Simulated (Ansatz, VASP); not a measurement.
# One calculation of AgCl, two programs

```
CELL_PARAMETERS angstrom
0.00000 2.77315 2.77315
2.77315 0.00000 2.77315
2.77315 2.77315 0.00000
ATOMIC_POSITIONS crystal
Ag 0.49324 0.49324 0.50676
Cl 0.00000 0.00000 0.00000
```

Change from the starting cell: all Ag atoms moved +0.037 Å, as atom 1 towards its neighbour atom 2 (Cl) at 2.773 Å.

Alike in both runs: task single point; functional r2SCAN; k mesh 8 × 8 × 8; occupations gaussian, width 0.05 eV; no spin polarisation.

|  | VASP | Ansatz |
| --- | --- | --- |
| version | VASP 6.6.1 | Ansatz 0.2.0 |
| potentials or method | VASP PAW PBE potentials, release 64 (Ag, Cl), cutoff 520 eV | scalar-relativistic, plane waves, PAW |
| valence electrons in the cell | 18 | 26 |

```tsv
	VASP	Ansatz	Ansatz less VASP
gap on the k mesh at the Fermi level (eV)	1.42	1.48	+0.053
least direct gap on the mesh (eV)	3.69	3.73	+0.045
pressure (GPa)	-0.1	0.0	+0.08
rms of the force components (eV/Å)	0.028	0.028	+0.0004
```

VASP's potentials were made for PBE, not for r2SCAN. Atom by atom the forces differ by 0.000 eV/Å (rms over components). VASP's potentials hold 18 valence electrons a cell and Ansatz's 26, so a difference there can come from the potentials and not from the codes.
